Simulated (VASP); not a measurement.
# Cd (P6_3/mmc) in VASP: notebook, part 2 of 2

VASP 6.6.1.

**3. Single point, LDA**

INCAR reads:

```
SYSTEM = Cd
  PREC = Accurate
  ENCUT = 630
  EDIFF = 1E-6
  ISMEAR = -1
  SIGMA = 0.03
  LREAL = .FALSE.
  LASPH = .TRUE.
  NELM = 120
  ALGO = Normal
  ISIF = 2
  LWAVE = .FALSE.
  LCHARG = .TRUE.
  GGA = CA
  LELF = .TRUE.
  LVHAR = .TRUE.
  NBANDS = 27
  GGA_COMPAT = .FALSE.
```

KPOINTS reads:

```
Automatic mesh
0
G
  13 13 6
  0 0 0
```

POSCAR reads:

```
Cd
1.0
    2.8818641727      0.0000000000      0.0000000000
   -1.4409320863      2.4957675838      0.0000000000
    0.0000000000      0.0000000000      5.6383707528
Cd
2
Direct
    0.3333333333      0.6666666667      0.2500000000
    0.6666666667      0.3333333333      0.7500000000
```

Potentials or basis: VASP PAW LDA potentials, release 64 (Cd_sv_GW).

Started as:

```
cat potpaw_LDA.64/Cd_sv_GW/POTCAR > POTCAR
mpirun -np 1 vasp_std > vasp.out
```

OUTCAR:

```text
SYSTEM = Cd
   PREC = Accurate
   ENCUT = 630
   EDIFF = 1E-6
   ISMEAR = -1
   LREAL = .FALSE.
   LASPH = .TRUE.
   NELM = 120
   ISIF = 2
   GGA = CA

 ion  position               nearest neighbor table
   1  0.333  0.667  0.250-
   2  0.667  0.333  0.750-

  LATTYP: Found a hexagonal cell.
 ALAT       =     2.8818641727
 C/A-ratio  =     1.9565012141

  Lattice vectors:

 A1 = (   2.8818641727,   0.0000000000,   0.0000000000)
 A2 = (  -1.4409320863,   2.4957675838,   0.0000000000)
 A3 = (   0.0000000000,   0.0000000000,   5.6383707528)

Analysis of symmetry for initial positions (statically):
=====================================================================
 Subroutine PRICEL returns:
 Original cell was already a primitive cell.

 Routine SETGRP: Setting up the symmetry group for a
 hexagonal supercell.

 Subroutine GETGRP returns: Found 24 space group operations
 (whereof 12 operations were pure point group operations)
 out of a pool of 24 trial point group operations.
[... 159 lines left out ...]
  ext. energy  EPLUGINS =         0.00000000
  ---------------------------------------------------
  free energy    TOTEN  =        -3.06630059 eV

  energy without entropy =       -3.06564281  energy(sigma->0) =       -3.06597170

 E-fermi :   6.7407     XC(G=0): -12.0174

 val. band max:        6.6131179355   @ k =   0.1538   0.0769   0.1667
 cond. band min:       6.7561212857   @ k =   0.3077  -0.0000   0.0000
 fundamental gap:      0.1430033502
 Fermi energy:         6.7407261734

 k-point     1 :       0.0000    0.0000    0.0000
  band No.  band energies     occupation
      1     -95.7291      2.00000
      2     -95.7278      2.00000
      3     -57.1038      2.00000
      4     -57.0817      2.00000
      5     -57.0570      2.00000
      6     -57.0570      2.00000
[... 709 lines left out ...]
     26      21.2769      0.00000
     27      22.5734      0.00000

 [... further k-points ...]

------------------------ aborting loop because EDIFF is reached ----------------------------------------

  FORCE on cell =-STRESS in cart. coord.  units (eV):
  Direction    XX          YY          ZZ          XY          YZ          ZX
  --------------------------------------------------------------------------------------
  -------------------------------------------------------------------------------------
  Total        0.2860353      0.2860353     -0.5719908      0.0000000      0.0000000      0.0000000
  in kB       11.3005316     11.3005316    -22.5979139      0.0000000      0.0000000      0.0000000
  external PRESSURE =       0.0010497 kB  Pullay stress =       0.0000000 kB

 VOLUME and BASIS-vectors are now :
 -----------------------------------------------------------------------------
  energy-cutoff  :      630.00
  volume of cell :       40.55
      direct lattice vectors                 reciprocal lattice vectors
     2.881864173  0.000000000  0.000000000     0.346997617  0.200339167  0.000000000
    -1.440932086  2.495767584  0.000000000     0.000000000  0.400678335  0.000000000
     0.000000000  0.000000000  5.638370753     0.000000000  0.000000000  0.177356198

 POSITION                                       TOTAL-FORCE (eV/Angst)
 -----------------------------------------------------------------------------------
     -0.00000      1.66385      1.40959         0.000000     -0.000000     -0.000000
      1.44093      0.83192      4.22878        -0.000000      0.000000      0.000000
 -----------------------------------------------------------------------------------
    total drift:                               -0.000000      0.000000      0.000000

  FREE ENERGIE OF THE ION-ELECTRON SYSTEM (eV)
  ---------------------------------------------------
  free  energy   TOTEN  =        -3.0663005875 eV

  energy  without entropy=       -3.0656428132  energy(sigma->0) =       -3.06597170
```

Wall time 59 s (1 thread of Intel Xeon 6975P-C (Granite Rapids), shared host); peak memory 0.24 GiB.

What came out:

```yaml
Free_energy: -3.0663 eV
Pressure: 0.0 GPa
Band_gap_on_the_k_mesh: zero (bands 20 and 21 overlap by 4.68 eV)
```

Levels at points of the mesh, in eV from the Fermi level:
```
           k point  band 18  band 19  band 20  band 21  band 22  band 23
(0.00, 0.00, 0.00)    -8.35    -8.35    -3.33    -3.29     9.80    14.35
(0.00, 0.00, 0.50)    -8.46    -7.65    -7.65     3.39     3.39    14.62
```

**4. Single point, LDA**

INCAR reads:

```
SYSTEM = Cd
PREC = Accurate
ENCUT = 630
EDIFF = 1E-6
ISMEAR = 0
SIGMA = 0.1
LREAL = .FALSE.
LASPH = .TRUE.
NELM = 120
ALGO = Normal
ISIF = 2
LWAVE = .FALSE.
LCHARG = .FALSE.
NBANDS = 27
GGA_COMPAT = .FALSE.
```

KPOINTS is that of step 3.

POSCAR is that of step 3.

Started as:

```
cat potpaw_LDA.64/Cd_sv_GW/POTCAR > POTCAR
mpirun -np 1 vasp_std > vasp.out
```

Wall time 70 s (1 thread of Intel Xeon Platinum 8375C at 2.90GHz (Ice Lake), shared host); peak memory 0.24 GiB.

The run converged. Its results:

| Item | Value |
| --- | --- |
| Free energy | -3.0665 eV |
| Pressure | 0.0 GPa |
| Band gap on the k mesh | zero (bands 20 and 21 overlap by 4.68 eV) |

Stress tensor (GPa, compression positive):
```
 1.14  0.00  0.00
 0.00  1.14  0.00
 0.00  0.00 -2.29
```

Levels at points of the mesh, in eV from the Fermi level:
```csv
k point,band 18,band 19,band 20,band 21,band 22,band 23
"(0.00, 0.00, 0.00)",-8.34,-8.34,-3.32,-3.28,9.80,14.36
"(0.00, 0.00, 0.50)",-8.45,-7.65,-7.65,3.39,3.39,14.63
```

**5. Single point, LDA**

INCAR reads:

```
  PREC = Accurate
  ENCUT = 630
  EDIFF = 1E-6
  ISMEAR = 1
  SIGMA = 0.03
  LREAL = F
  LASPH = T
  NELM = 120
  ALGO = Normal
  ISIF = 2
  LWAVE = F
  LCHARG = F
  GGA = CA
  NBANDS = 27
  GGA_COMPAT = F
```

KPOINTS reads:

```
Automatic mesh
0
Gamma
  13 13 6
```

POSCAR is that of step 4.

Started as:

```
cat potpaw_LDA.64/Cd_sv_GW/POTCAR > POTCAR
mpirun -np 1 vasp_std > vasp.out
```

It took 1.9 min on 1 thread of Intel Xeon Platinum 8375C at 2.90GHz (Ice Lake), shared host; peak memory 0.24 GiB.

The run converged. Its results:

```yaml
Free_energy: -3.0660 eV
Pressure: 0.0 GPa
Band_gap_on_the_k_mesh: zero (bands 20 and 21 overlap by 4.68 eV)
```

Stress tensor (GPa, compression positive):
```
 1.12  0.00  0.00
 0.00  1.12  0.00
 0.00  0.00 -2.26
```

Levels at points of the mesh, in eV from the Fermi level:
```
           k point  band 16  band 17  band 18  band 19  band 20  band 21  band 22  band 23  band 24  band 25
(0.00, 0.00, 0.00)    -8.61    -8.61    -8.37    -8.37    -3.34    -3.31     9.78    14.34    14.79    15.46
(0.00, 0.00, 0.50)    -8.47    -8.47    -8.47    -7.67    -7.67     3.37     3.37    14.60    14.60    16.78
```

**6. Summary**

```csv
smearing,gap on the mesh (eV),pressure (GPa)
fermi-dirac 0.2 eV,none,0.1
fermi-dirac 0.03 eV,none,0.0
gaussian 0.1 eV,none,0.0
methfessel-paxton 0.03 eV,none,0.0
```

Alike in all rows: task single point; level LDA; potentials or basis VASP PAW LDA potentials, release 64 (Cd_sv_GW); no spin polarisation; cell as given; k mesh 13 × 13 × 6; cutoff (eV) 630.

Absolute energies hang on the potentials; compare differences alone.

The gap in the log of VASP goes by the Fermi energy; the results here count the filled bands.